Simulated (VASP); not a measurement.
# CoGe (P2_13) in VASP: notebook, part 2 of 2

VASP 6.6.1.

### Step 4. Single point, LDA

This run uses another cell than the first one, of 11.59 Å³/atom.

Input file INCAR:

```
PREC = Accurate
ENCUT = 520
EDIFF = 1E-7
ISMEAR = 0
SIGMA = 0.05
LREAL = F
LASPH = T
NELM = 80
ALGO = Normal
ISIF = 2
LWAVE = F
LCHARG = T
GGA = CA
LELF = T
LVHAR = T
NBANDS = 56
```

Input file KPOINTS:

```
regular mesh
0
Gamma
  8 8 8
```

Input file POSCAR:

```
CoGe
1.0
    4.5260726487      0.0000000000      0.0000000000
    0.0000000000      4.5260726487      0.0000000000
    0.0000000000      0.0000000000      4.5260726487
Co Ge
4 4
Direct
    0.1380423970      0.1380423970      0.1380423970
    0.6380423970      0.3619576030      0.8619576030
    0.8619576030      0.6380423970      0.3619576030
    0.3619576030      0.8619576030      0.6380423970
    0.8397192837      0.8397192837      0.8397192837
    0.3397192837      0.6602807163      0.1602807163
    0.1602807163      0.3397192837      0.6602807163
    0.6602807163      0.1602807163      0.3397192837
```

Potentials or basis: VASP PAW LDA potentials, release 64 (Co, Ge_d).

Started as:

```
$ cat potpaw_LDA.64/Co/POTCAR potpaw_LDA.64/Ge_d/POTCAR > POTCAR
$ mpirun -np 1 vasp_std > vasp.out
```

OUTCAR:

```text
PREC = Accurate
   ENCUT = 520
   EDIFF = 1E-7
   ISMEAR = 0
   LREAL = F
   LASPH = T
   NELM = 80
   ISIF = 2
   GGA = CA

 ion  position               nearest neighbor table
   1  0.138  0.138  0.138-   5 2.34   6 2.35   7 2.35   8 2.35   6 2.54   7 2.54   8 2.54   3 2.78
                             4 2.78   2 2.78   4 2.78   3 2.78   2 2.78
   2  0.638  0.362  0.862-   6 2.34   5 2.35   7 2.35   8 2.35   7 2.54   8 2.54   5 2.54   1 2.78
                             3 2.78   3 2.78   4 2.78   4 2.78   1 2.78
   3  0.862  0.638  0.362-   7 2.34   6 2.35   5 2.35   8 2.35   8 2.54   5 2.54   6 2.54   1 2.78
                             2 2.78   2 2.78   1 2.78   4 2.78   4 2.78
   4  0.362  0.862  0.638-   8 2.34   6 2.35   7 2.35   5 2.35   6 2.54   7 2.54   5 2.54   1 2.78
                             1 2.78   2 2.78   2 2.78   3 2.78   3 2.78
   5  0.840  0.840  0.840-   1 2.34   2 2.35   3 2.35   4 2.35   2 2.54   3 2.54   4 2.54   6 2.81
                             7 2.81   8 2.81   8 2.81   7 2.81   6 2.81
   6  0.340  0.660  0.160-   2 2.34   1 2.35   3 2.35   4 2.35   3 2.54   4 2.54   1 2.54   8 2.81
                             5 2.81   7 2.81   7 2.81   8 2.81   5 2.81
   7  0.160  0.340  0.660-   3 2.34   2 2.35   1 2.35   4 2.35   4 2.54   1 2.54   2 2.54   8 2.81
                             5 2.81   6 2.81   5 2.81   6 2.81   8 2.81
   8  0.660  0.160  0.340-   4 2.34   2 2.35   3 2.35   1 2.35   2 2.54   3 2.54   1 2.54   7 2.81
[... 1621 lines left out ...]
     56      16.4542      0.00000

 [... further k-points ...]

------------------------ aborting loop because EDIFF is reached ----------------------------------------

  FORCE on cell =-STRESS in cart. coord.  units (eV):
  Direction    XX          YY          ZZ          XY          YZ          ZX
  --------------------------------------------------------------------------------------
  -------------------------------------------------------------------------------------
  Total        0.3074358      0.3074358      0.3074358      0.0000000      0.0000000      0.0000000
  in kB        5.3125188      5.3125188      5.3125188      0.0000000      0.0000000      0.0000000
  external PRESSURE =       5.3125188 kB  Pullay stress =       0.0000000 kB

 VOLUME and BASIS-vectors are now :
 -----------------------------------------------------------------------------
  energy-cutoff  :      520.00
  volume of cell :       92.72
      direct lattice vectors                 reciprocal lattice vectors
     4.526072649  0.000000000  0.000000000     0.220942101  0.000000000  0.000000000
     0.000000000  4.526072649  0.000000000     0.000000000  0.220942101  0.000000000
     0.000000000  0.000000000  4.526072649     0.000000000  0.000000000  0.220942101

 POSITION                                       TOTAL-FORCE (eV/Angst)
 -----------------------------------------------------------------------------------
      0.62479      0.62479      0.62479         0.019726      0.019726      0.019726
      2.88783      1.63825      3.90128         0.019726     -0.019726     -0.019726
      3.90128      2.88783      1.63825        -0.019726      0.019726     -0.019726
      1.63825      3.90128      2.88783        -0.019726     -0.019726      0.019726
      3.80063      3.80063      3.80063         0.008179      0.008179      0.008179
      1.53759      2.98848      0.72544         0.008179     -0.008179     -0.008179
      0.72544      1.53759      2.98848        -0.008179      0.008179     -0.008179
      2.98848      0.72544      1.53759        -0.008179     -0.008179      0.008179
 -----------------------------------------------------------------------------------
    total drift:                                0.000000      0.000000     -0.000000

  FREE ENERGIE OF THE ION-ELECTRON SYSTEM (eV)
  ---------------------------------------------------
  free  energy   TOTEN  =       -56.0908863447 eV

  energy  without entropy=      -56.0888331302  energy(sigma->0) =      -56.08985974
```

OSZICAR:

```text
N       E                     dE             d eps       ncg     rms          rms(c)
DAV:   1     0.102578714671E+04    0.10258E+04   -0.38253E+04  5960   0.443E+03
DAV:   2     0.162230377548E+03   -0.86356E+03   -0.82230E+03  5040   0.105E+03
DAV:   3    -0.437590125224E+02   -0.20599E+03   -0.19831E+03  5056   0.290E+02
DAV:   4    -0.598282689937E+02   -0.16069E+02   -0.15858E+02  5784   0.916E+01
DAV:   5    -0.602214981096E+02   -0.39323E+00   -0.39294E+00  5536   0.162E+01    0.221E+01
DAV:   6    -0.631017633162E+02   -0.28803E+01   -0.58565E+01  6936   0.696E+01    0.210E+01
DAV:   7    -0.561977594442E+02    0.69040E+01   -0.26965E+01  5608   0.544E+01    0.538E+00
DAV:   8    -0.561446145525E+02    0.53145E-01   -0.23720E+00  5704   0.737E+00    0.206E+00
DAV:   9    -0.560924332727E+02    0.52181E-01   -0.18708E-01  6136   0.444E+00    0.460E-01
DAV:  10    -0.560914593219E+02    0.97395E-03   -0.20436E-02  5728   0.110E+00    0.248E-01
DAV:  11    -0.560908854203E+02    0.57390E-03   -0.15673E-03  6448   0.358E-01    0.999E-02
DAV:  12    -0.560908902133E+02   -0.47931E-05   -0.18704E-04  6040   0.137E-01    0.302E-02
DAV:  13    -0.560908873824E+02    0.28309E-05   -0.36882E-05  7384   0.675E-02    0.121E-02
DAV:  14    -0.560908864734E+02    0.90904E-06   -0.77800E-06  6320   0.300E-02    0.411E-03
DAV:  15    -0.560908863428E+02    0.13062E-06   -0.92665E-07  6656   0.690E-03    0.153E-03
DAV:  16    -0.560908863447E+02   -0.18990E-08   -0.12772E-07  3048   0.304E-03
   1 F= -.56090886E+02 E0= -.56089860E+02  d E =-.205321E-02
```

stdout:

```text
POSCAR found type information on POSCAR CoGe
 POSCAR found :  2 types and       8 ions
 scaLAPACK will be used
 LDA part: xc-table for (Slater(with rela. corr.)+CA(PZ))
 , standard interpolation
 POSCAR, INCAR and KPOINTS ok, starting setup
 FFT: planning ... GRIDC
 FFT: planning ... GRID_SOFT
 FFT: planning ... GRID
 WAVECAR not read
 entering main loop
```

It took 8.9 min on 1 thread of Intel Xeon 8259CL, shared host; peak memory 0.26 GiB.

Results:

- Free energy: -56.0909 eV
- Pressure: 0.5 GPa
- Largest force: 0.034 eV/Å
- Band gap on the k mesh: zero (bands 46 and 47 overlap by 0.24 eV)

Forces on the atoms (eV/Å):
```
Co   0.020  0.020  0.020
Co   0.020 -0.020 -0.020
Co  -0.020  0.020 -0.020
Co  -0.020 -0.020  0.020
Ge   0.008  0.008  0.008
Ge   0.008 -0.008 -0.008
Ge  -0.008  0.008 -0.008
Ge  -0.008 -0.008  0.008
```

Levels at points of the mesh, in eV from the Fermi level:
```csv
k point,band 42,band 43,band 44,band 45,band 46,band 47,band 48,band 49,band 50,band 51
"(0.00, 0.00, 0.00)",-0.77,-0.71,-0.71,-0.04,-0.04,-0.04,2.00,2.00,2.00,2.97
"(0.50, 0.00, 0.00)",-0.94,-0.59,-0.59,-0.41,-0.41,1.03,1.03,1.11,1.11,3.97
"(0.50, 0.50, 0.00)",-1.39,-0.90,-0.90,0.02,0.02,0.41,0.41,1.63,1.63,2.35
"(0.50, 0.50, 0.50)",-1.04,-1.04,-1.04,-0.22,-0.22,-0.22,-0.22,4.81,4.81,4.81
```

Caveat: the run has no spin polarisation, though such a crystal can be magnetic. Spin polarisation is off, so any magnetic state and its effect on volume and gap are missing.

### Step 5. Overview

| cell | gap on the mesh (eV) | pressure (GPa) | largest force (eV/Å) |
| --- | --- | --- | --- |
| a = 4.459 Å, 8 atoms, atomic positions A | none | 10.7 | 0.04 |
| a = 4.490 Å, 8 atoms, atomic positions B | none | 5.6 | 0.04 |
| a = 4.526 Å, 8 atoms, atomic positions C | none | 0.5 | 0.03 |

Alike in all rows: task single point; level LDA; potentials or basis VASP PAW LDA potentials, release 64 (Co, Ge_d); no spin polarisation; k mesh 8 × 8 × 8; cutoff (eV) 520; smearing gaussian 0.05 eV.

Caveats: the run has no spin polarisation, though such a crystal can be magnetic; the cell stands under pressure (at least some runs).

Total energies depend on the potentials used, so only differences within one code and one set of settings carry meaning.
